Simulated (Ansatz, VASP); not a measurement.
# One calculation of CuI2, two programs

```xyz
3
Lattice="5.2004 0.0000 0.0000 0.0000 5.2004 0.0000 0.0000 0.0000 4.5442" Properties=species:S:1:pos:R:3 pbc="T T T"
I     2.6002    0.0000    0.0000
I     0.0000    2.6002    0.0000
Cu    0.0000    0.0000    0.0000
```

Alike in both runs: task single point; functional PBE; k mesh 5 × 5 × 6; occupations fermi-dirac, width 0.05 eV; no spin polarisation.

|  | VASP | Ansatz |
| --- | --- | --- |
| version | VASP 6.6.1 | Ansatz 0.2.0 |
| potentials or method | VASP PAW PBE potentials, release 64 (I, Cu) | Ansatz PAW |
| plane-wave cutoff (eV) | 520 | 420 |
| valence electrons in the cell | 25 | 53 |

```csv
,VASP,Ansatz,Ansatz less VASP
gap on the k mesh at the Fermi level (eV),none,none,-
pressure (GPa),0.8,0.8,-0.01
"traceless stress, the component that is largest in VASP (GPa)",-0.32,-0.32,0.000
```

A gap of «none» marks a metal or a gap that the smearing closes. VASP's potentials hold 25 valence electrons a cell and Ansatz's 53, so a difference there can come from the potentials and not from the codes.

Spin-orbit coupling is off throughout.
